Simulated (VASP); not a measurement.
Runs of VASP 6.6.1 on Cr. The structure is that of space group Fd-3m (No. 227), or close to it. The cells are those of the table. 

```tsv
spin	cell	k mesh	smearing	gap on the mesh (eV)	pressure (GPa)	moment (μB)
collinear, antiferromagnetic start	a = 3.773 Å, angles 60.0°, 2 atoms	11 × 11 × 11	fermi-dirac 0.05 eV	none	3.6	0.00
collinear, antiferromagnetic start	a = 3.931 Å, angles 60.0°, 2 atoms	11 × 11 × 11	fermi-dirac 0.05 eV	none	(a)	0.00
off	a = 3.611 Å, angles 60.0°, 2 atoms	12 × 12 × 12	fermi-dirac 0.1 eV	none	(b)	-
off	a = 3.661 Å, angles 60.0°, 2 atoms	11 × 11 × 11	fermi-dirac 0.1 eV	none	0.2	-
collinear, antiferromagnetic start	a = 3.880 Å, angles 60.0°, 2 atoms	11 × 11 × 11	fermi-dirac 0.05 eV	none	0.2	0.00
off	a = 3.756 Å, angles 60.0°, 2 atoms	12 × 12 × 12	fermi-dirac 0.1 eV	none	-6.0	-
off	a = 3.661 Å, angles 60.0°, 2 atoms	12 × 12 × 12	fermi-dirac 0.1 eV	none	0.2	-
off	a = 3.508 Å, angles 60.0°, 2 atoms	12 × 12 × 12	fermi-dirac 0.1 eV	none	15.6	-
```

Alike in all rows: task single point; level BLYP; potentials or basis VASP PAW PBE potentials, release 64 (Cr_pv); cutoff (eV) 520.

Question: Fill in the values left out.

Answer: (a) -0.9; (b) 4.3.

Caveats: the PAW data sets were made with another functional, which shifts forces and pressure a little.

A gap of «none» marks levels without a gap at the run's occupations.
